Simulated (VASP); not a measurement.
Bi3S, 4 atoms in the cell. The structure is cubic, space group Pm-3m (No. 221). Conventional cell: a = 4.821 Å, b = 4.821 Å, c = 4.821 Å, α = 90.00°, β = 90.00°, γ = 90.00°. Bi (site symmetry 4/mmm) has 8 Bi at 3.41 Å and 4 S at 3.41 Å within 4.5 Å. Within 4.5 Å of S (site symmetry m-3m) lie 12 Bi at 3.41 Å. 

- Program: VASP 6.6.1
- Task: single point
- Functional: PBE
- Potentials or basis: VASP PAW PBE potentials, release 64 (Bi_d, S)
- Cutoff: 520 eV
- k mesh: 4 × 4 × 4
- Occupations: gaussian, width 0.1 eV
- Spin: no spin polarisation
- Dipole correction: no
- Further INCAR settings: ALGO = Normal; EDIFF = 1e-07; NBANDS = 34

Potentials or basis: VASP PAW PBE potentials, release 64 (Bi_d, S).

The run is started by

```bash
$ cat potpaw_PBE.64/Bi_d/POTCAR potpaw_PBE.64/S/POTCAR > POTCAR
$ mpirun -np 1 vasp_std > vasp.out
```

Hardware: 1 thread of Intel(R) Xeon(R) 6975P-C (Granite Rapids) (shared host).

**Question.** Estimate the wall time of this run.

**Answer.** It took 20 s on 1 thread of Intel(R) Xeon(R) 6975P-C (Granite Rapids) (shared host), peak memory 0.2 GiB. Counts: scf iterations 17, k points 10.
